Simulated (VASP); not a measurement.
# Te (I4_1/amd) in VASP: a series of runs

The runs below take Te through single point, with PBE.

All numbers are computed with VASP 6.6.1; they aren't measurements. Logs are shortened: lines on timing, memory, paths and dates and some standing lists are left out, and cuts for length are marked.

## (1) The cell of the first run

Symmetry: I4_1/amd, No. 141, tetragonal system. The conventional cell has a = 6.646 Å, b = 6.646 Å, c = 6.192 Å, α = 90.00°, β = 90.00°, γ = 90.00°. Within 3.7 Å of Te (site symmetry 2/m) lie 6 Te at 2.81 to 3.32 Å.

The cell was built from a structure type or drawn by symmetry, and may not be a known phase.

## (2) Single point, PBE

File INCAR:

```
SYSTEM = Te
PREC     = Accurate       ! precision mode
ENCUT    = 520            ! plane-wave cutoff, eV
EDIFF    = 1E-6           ! SCF threshold, eV
ISMEAR   = 0              ! smearing method
SIGMA    = 0.1            ! smearing width, eV
LREAL    = .FALSE.        ! projectors in reciprocal space
LASPH    = .TRUE.         ! aspherical terms in the spheres
NELM     = 60             ! most SCF steps
ALGO     = Normal         ! electronic algorithm
ISIF     = 2              ! what is computed and relaxed
LWAVE    = .FALSE.        ! write WAVECAR
LCHARG   = .FALSE.        ! write CHGCAR
GGA      = PE             ! functional
NBANDS   = 20             ! bands
```

File KPOINTS:

```
regular mesh
0
G
  4 4 4
  0 0 0
```

File POSCAR:

```
Te
1.0
   -3.3227750900      3.3227750900      3.0957521700
    3.3227750900     -3.3227750900      3.0957521700
    3.3227750900      3.3227750900     -3.0957521700
Te
4
Direct
    0.8750000000      0.6250000000      0.2500000000
    0.3750000000      0.6250000000      0.7500000000
    0.3750000000      0.6250000000      0.2500000000
    0.3750000000      0.1250000000      0.7500000000
```

Potentials or basis: VASP PAW PBE potentials, release 64 (Te).

On the command line:

```sh
$ cat potpaw_PBE.64/Te/POTCAR > POTCAR
$ mpirun -np 1 vasp_std > vasp.out
```

OUTCAR:

```text
SYSTEM = Te
   PREC = Accurate
   ENCUT = 520
   EDIFF = 1E-6
   ISMEAR = 0
   LREAL = .FALSE.
   LASPH = .TRUE.
   NELM = 60
   ISIF = 2
   GGA = PE

 ion  position               nearest neighbor table
   1  0.875  0.625  0.250-   3 2.81   4 2.81   3 2.81   4 2.81   2 3.32   2 3.32
   2  0.375  0.625  0.750-   3 2.81   4 2.81   3 2.81   4 2.81   1 3.32   1 3.32
   3  0.375  0.625  0.250-   1 2.81   2 2.81   2 2.81   1 2.81   4 3.32   4 3.32
   4  0.375  0.125  0.750-   1 2.81   2 2.81   2 2.81   1 2.81   3 3.32   3 3.32

  LATTYP: Found a body centered tetragonal cell.
 ALAT       =     6.6455501800
 C/A-ratio  =     0.9316767118

  Lattice vectors:

 A1 = (  -3.3227750900,   3.3227750900,   3.0957521700)
 A2 = (   3.3227750900,  -3.3227750900,   3.0957521700)
 A3 = (   3.3227750900,   3.3227750900,  -3.0957521700)

Analysis of symmetry for initial positions (statically):
=====================================================================
 Subroutine PRICEL returns:
 Original cell was already a primitive cell.

 Routine SETGRP: Setting up the symmetry group for a
 body centered tetragonal supercell.

 Subroutine GETGRP returns: Found 16 space group operations
 (whereof  8 operations were pure point group operations)
 out of a pool of 16 trial point group operations.

The static configuration has the point symmetry D_2d.
 The point group associated with its full space group is D_4h.

Analysis of symmetry for dynamics (positions and initial velocities):
=====================================================================
 Subroutine PRICEL returns:
 Original cell was already a primitive cell.

 Routine SETGRP: Setting up the symmetry group for a
 body centered tetragonal supercell.

 Subroutine GETGRP returns: Found 16 space group operations
 (whereof  8 operations were pure point group operations)
 out of a pool of 16 trial point group operations.

The dynamic configuration has the point symmetry D_2d.
 The point group associated with its full space group is D_4h.

 Subroutine INISYM returns: Found 16 space group operations
 (whereof  8 operations are pure point group operations),
 and found     1 'primitive' translations

----------------------------------------------------------------------------------------

                                     Primitive cell

  volume of cell :     136.7187

  direct lattice vectors                    reciprocal lattice vectors
    -3.322775090  3.322775090  3.095752170     0.000000000  0.150476631  0.161511637
     3.322775090 -3.322775090  3.095752170     0.150476631  0.000000000  0.161511637
     3.322775090  3.322775090 -3.095752170     0.150476631  0.150476631  0.000000000

  length of vectors
     5.627197357  5.627197357  5.627197357     0.220746971  0.220746971  0.212806092

  position of ions in fractional coordinates (direct lattice)
     0.875000000  0.625000000  0.250000000
     0.375000000  0.625000000  0.750000000
     0.375000000  0.625000000  0.250000000
     0.375000000  0.125000000  0.750000000

  ion indices of the primitive-cell ions
   primitive index   ion index
                 1           1
                 2           2
                 3           3
                 4           4

----------------------------------------------------------------------------------------

 KPOINTS: regular mesh

Automatic generation of k-mesh.
 Grid dimensions read from file:
 generate k-points for:    4    4    4

 Generating k-lattice:

  Cartesian coordinates                     Fractional coordinates (reciprocal lattice)
     0.000000000  0.037619158  0.040377909     0.250000000  0.000000000  0.000000000
     0.037619158  0.000000000  0.040377909     0.000000000  0.250000000  0.000000000
     0.037619158  0.037619158  0.000000000     0.000000000  0.000000000  0.250000000

  Length of vectors
     0.055186743  0.055186743  0.053201523

  Shift w.r.t. Gamma in fractional coordinates (k-lattice)
     0.000000000  0.000000000  0.000000000

 Subroutine IBZKPT returns following result:
 ===========================================

 Found     13 irreducible k-points:

 Following reciprocal coordinates:
            Coordinates               Weight
  0.000000  0.000000  0.000000      1.000000
  0.250000  0.000000  0.000000      8.000000
  0.500000  0.000000  0.000000      4.000000
  0.250000  0.250000  0.000000      8.000000
  0.500000  0.250000 -0.000000     16.000000
 -0.250000  0.250000  0.000000      4.000000
  0.500000  0.500000  0.000000      2.000000
  0.250000  0.250000  0.250000      2.000000
 -0.250000  0.250000  0.250000      4.000000
  0.500000  0.500000  0.250000      4.000000
 -0.250000  0.500000  0.250000      8.000000
 -0.250000 -0.250000  0.250000      2.000000
  0.500000  0.500000  0.500000      1.000000
   k-points           NKPTS =     13   k-points in BZ     NKDIM =     13   number of bands    NBANDS=     20
   number of dos      NEDOS =    301   number of ions     NIONS =      4
   total plane-waves  NPLWV =  74088
   dimension x,y,z NGX =    42 NGY =   42 NGZ =   42
   dimension x,y,z NGXF=    84 NGYF=   84 NGZF=   84
   ions per type =               4
   NGX,Y,Z   is equivalent  to a cutoff of  12.41, 12.41, 12.41 a.u.
   NGXF,Y,Z  is equivalent  to a cutoff of  24.82, 24.82, 24.82 a.u.
 SYSTEM =  Te
   PREC   = accura    normal or accurate (medium, high low for compatibility)
   ISTART =      0    job   : 0-new  1-cont  2-samecut
   ICHARG =      2    charge: 1-file 2-atom 10-const
   ISPIN  =      1    spin polarized calculation?
   LNONCOLLINEAR =      F non collinear calculations
   LSORBIT =      F    spin-orbit coupling
   LASPH  =      T    aspherical Exc in radial PAW
   ENCUT  =  520.0 eV  38.22 Ry    6.18 a.u.  10.46 10.46 10.46*2*pi/ulx,y,z
   NELM   =     60;   NELMIN=  2; NELMDL= -5     # of ELM steps
   EDIFF  = 0.1E-05   stopping-criterion for ELM
   LREAL  =      F    real-space projection
   EDIFFG = 0.1E-04   stopping-criterion for IOM
   NSW    =      0    number of steps for IOM
   IBRION =     -1    ionic relax: 0-MD 1-quasi-New 2-CG
   NFREE  =      0    steps in history (QN), initial steepest desc. (CG)
   ISIF   =      2    stress and relaxation
   ISYM   =      2    0-nonsym 1-usesym 2-fastsym
   POTIM  = 0.5000    time-step for ionic-motion
   TEBEG  =    0.0;   TEEND  =   0.0 temperature during run
   PSTRESS=    0.0 pullay stress
   NELECT =      24.0000    total number of electrons
   NUPDOWN=      -1.0000    fix difference up-down
   EMIN   =  10.00;   EMAX   =-10.00  energy-range for DOS
   EFERMI =   0.00;   METHOD = LEGACY
   ISMEAR =     0;   SIGMA  =   0.10  broadening in eV -4-tet -1-fermi 0-gaus
   EFERMI_NEDOS =   21; number of points for ismear=-14 and -15
   IALGO  =     38    algorithm
   IMIX   =      4    mixing-type and parameters
     AMIX     =   0.40;   BMIX     =  1.00
     AMIX_MAG =   1.60;   BMIX_MAG =  1.00
  volume/ion in A,a.u.               =      34.18       230.66
  Fermi-wavevector in a.u.,A,eV,Ry     =   0.916648  1.732213 11.432206  0.840243
  Thomas-Fermi vector in A             =   2.041527
   LORBIT       =      0    0 simple, 1 ext, 2 COOP (PROOUT), +10 PAW based schemes
   GGA     = PE    functional components
   LHFCALC =     F    Hartree Fock is set to
   AEXX    =    0.0000 exact exchange contribution
   IVDW    =     0    specifies the selected vdW correction
   LEPSILON=     F    determine dielectric tensor
   LRPA    =     F    only Hartree local field effects (RPA)
 non-spin polarized calculation
 Gauss-broadening in eV      SIGMA  =   0.10
  energy-cutoff  :      520.00
  volume of cell :      136.72
 maximum number of plane-waves:      3698
 NGX is ok and might be reduce to    42
   NGX = 21   NGY = 21   NGZ = 21

 number of electron      23.9999999 magnetization

 Free energy of the ion-electron system (eV)
  ---------------------------------------------------
  ext. energy  EPLUGINS =         0.00000000
  ---------------------------------------------------
  free energy    TOTEN  =       -10.33899414 eV

  energy without entropy =      -10.32528398  energy(sigma->0) =      -10.33213906

 E-fermi :   5.7148     XC(G=0):  -8.6697

 val. band max:        5.6680269307   @ k =   0.5000   0.2500  -0.0000
 cond. band min:       5.8451468051   @ k =   0.5000   0.5000   0.2500
 fundamental gap:      0.1771198744
 Fermi energy:         5.7147914437

 k-point     1 :       0.0000    0.0000    0.0000
  band No.  band energies     occupation
      1      -9.0363      2.00000
      2      -4.8998      2.00000
      3      -4.8998      2.00000
      4      -2.3815      2.00000
      5      -2.3001      2.00000
      6       0.4593      2.00000
[... 12 lines left out ...]
     19      11.0162      0.00000
     20      11.4073      0.00000

 k-point     2 :       0.2500    0.0000    0.0000
  band No.  band energies     occupation
      1      -8.7526      2.00000
      2      -5.7142      2.00000
      3      -5.1181      2.00000
      4      -3.2674      2.00000
      5      -1.1576      2.00000
      6       0.4540      2.00000
[... 12 lines left out ...]
     19      11.4110      0.00000
     20      11.5757      0.00000

 k-point     3 :       0.5000    0.0000    0.0000
  band No.  band energies     occupation
      1      -8.3074      2.00000
      2      -6.5994      2.00000
      3      -5.3046      2.00000
      4      -3.4412      2.00000
      5      -0.9454      2.00000
      6       0.3881      2.00000
[... 12 lines left out ...]
     19      11.7906      0.00000
     20      11.8671      0.00000

 k-point     4 :       0.2500    0.2500    0.0000
  band No.  band energies     occupation
      1      -8.3081      2.00000
      2      -6.6371      2.00000
      3      -5.0696      2.00000
      4      -3.8853      2.00000
      5      -0.4806      2.00000
      6       1.2774      2.00000
[... 176 lines left out ...]
 k-point    12 :      -0.2500   -0.2500    0.2500
  band No.  band energies     occupation
      1      -8.5212      2.00000
      2      -5.3251      2.00000
      3      -5.3251      2.00000
      4      -5.0457      2.00000
      5       0.6112      2.00000
      6       1.3074      2.00000
[... 12 lines left out ...]
     19      10.8424      0.00000
     20      10.9636      0.00000

 k-point    13 :       0.5000    0.5000    0.5000
  band No.  band energies     occupation
      1      -7.1258      2.00000
      2      -7.1258      2.00000
      3      -5.6818      2.00000
      4      -5.6818      2.00000
      5       1.6009      2.00000
      6       1.6009      2.00000
[... 12 lines left out ...]
     19      13.3934      0.00000
     20      13.3936      0.00000

------------------------ aborting loop because EDIFF is reached ----------------------------------------

  FORCE on cell =-STRESS in cart. coord.  units (eV):
  Direction    XX          YY          ZZ          XY          YZ          ZX
  --------------------------------------------------------------------------------------
  -------------------------------------------------------------------------------------
  Total       13.8854127     13.8854127     10.5502296      0.0000000     -0.0000000      0.0000000
  in kB      162.7201383    162.7201383    123.6358518      0.0000000     -0.0000000      0.0000000
  external PRESSURE =     149.6920428 kB  Pullay stress =       0.0000000 kB

 VOLUME and BASIS-vectors are now :
 -----------------------------------------------------------------------------
  energy-cutoff  :      520.00
  volume of cell :      136.72
      direct lattice vectors                 reciprocal lattice vectors
    -3.322775090  3.322775090  3.095752170     0.000000000  0.150476631  0.161511637
     3.322775090 -3.322775090  3.095752170     0.150476631  0.000000000  0.161511637
     3.322775090  3.322775090 -3.095752170     0.150476631  0.150476631  0.000000000

 POSITION                                       TOTAL-FORCE (eV/Angst)
 -----------------------------------------------------------------------------------
     -0.00000      1.66139      3.86969         0.000000     -0.000000     -0.000000
      3.32278      1.66139      0.77394         0.000000      0.000000     -0.000000
      1.66139      0.00000      2.32181         0.000000     -0.000000     -0.000000
      1.66139      3.32278     -0.77394        -0.000000      0.000000      0.000000
 -----------------------------------------------------------------------------------
    total drift:                                0.000000     -0.000000     -0.000000

  FREE ENERGIE OF THE ION-ELECTRON SYSTEM (eV)
  ---------------------------------------------------
  free  energy   TOTEN  =       -10.3389941386 eV

  energy  without entropy=      -10.3252839816  energy(sigma->0) =      -10.33213906
```

It took 72 s on 1 thread of Intel Xeon 8259CL, shared host; peak memory 0.25 GiB.

What came out:

* Free energy: -10.3390 eV
* Pressure: 15.0 GPa
* Band gap on the k mesh: zero (bands 12 and 13 overlap by 1.45 eV)

Caveat: the cell stands under pressure; spin-orbit coupling is left out, which moves the levels of the heavy elements.

(Continued in part 2 of 2.)
